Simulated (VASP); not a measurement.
The system is CdSe.

```
Cd Se
1.0
     0.00000    3.03005    3.03005
     3.03005    0.00000    3.03005
     3.03005    3.03005    0.00000
Cd Se
1 1
Direct
  0.00000 0.00000 0.00000
  0.25000 0.25000 0.25000
```

This cell differs from its parent crystal: strain -1.2%.

Base run:

| Quantity | Value |
| --- | --- |
| Program | VASP 6.6.1 |
| Functional | PBE |
| Potentials or basis | VASP PAW PBE potentials, release 64 (Cd, Se) |
| Cutoff | 520 eV |
| k mesh | 8 × 8 × 8 |
| Occupations | fermi-dirac, width 0.02 eV |
| Spin | no spin polarisation |

Its results: band gap on the k mesh 0.63 eV, direct; pressure 3.8 GPa.

Task: The run is repeated on the same cell with these changes: functional from PBE to r2SCAN; occupations from fermi-dirac, width 0.02 eV to gaussian, width 0.01 eV. What comes out?

Result: Band gap on the k mesh 1.11 eV, direct; pressure 2.3 GPa.

Caveats: the PAW data sets were made with another functional, which shifts forces and pressure a little (some runs).

